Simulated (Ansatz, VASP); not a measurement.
**NaH13O7 in VASP and in Ansatz**

```
O H Na
1.0
     6.62822    0.00000    0.00000
     0.00000    6.62822    0.00000
     0.00000    0.00000    6.62822
O H Na
7 13 1
Direct
  0.75986 0.93998 0.53324
  0.60434 0.25414 0.87355
  0.38172 0.80016 0.83917
  0.03225 0.17784 0.31990
  0.52301 0.67356 0.23624
  0.00714 0.63985 0.70685
  0.26358 0.46364 0.45363
  0.85273 0.02523 0.45376
  0.68151 0.86508 0.43286
  0.59481 0.19006 0.00439
  0.67275 0.15850 0.78620
  0.39826 0.91104 0.74728
  0.25177 0.74070 0.79901
  0.10555 0.11853 0.20934
  0.12530 0.29211 0.37005
  0.42938 0.74741 0.15214
  0.42703 0.58841 0.32353
  0.09467 0.56506 0.60587
  0.94367 0.74695 0.62724
  0.34518 0.38974 0.54840
  0.68811 0.59526 0.90296
```

Alike in both runs: functional r2SCAN; k mesh 1 × 1 × 1; occupations fermi-dirac, width 0.05 eV; no spin polarisation.

Ansatz relaxed the structure, and its values are those at the end. VASP's run is a single point on that final structure, the one shown.

|  | VASP | Ansatz |
| --- | --- | --- |
| version | VASP 6.6.1 | Ansatz 0.2.0 |
| potentials or method | VASP PAW PBE potentials, release 64 (O, H, Na_pv), cutoff 520 eV | scalar-relativistic, plane waves, PAW |
| valence electrons in the cell | 62 | 64 |

|  | VASP | Ansatz | Ansatz less VASP |
| --- | --- | --- | --- |
| rms of the force components (eV/Å) | 0.096 | 0.092 | -0.0034 |

VASP's potentials were made for PBE, not for r2SCAN. VASP's potentials hold 62 valence electrons a cell and Ansatz's 64, so a difference there can come from the potentials and not from the codes.
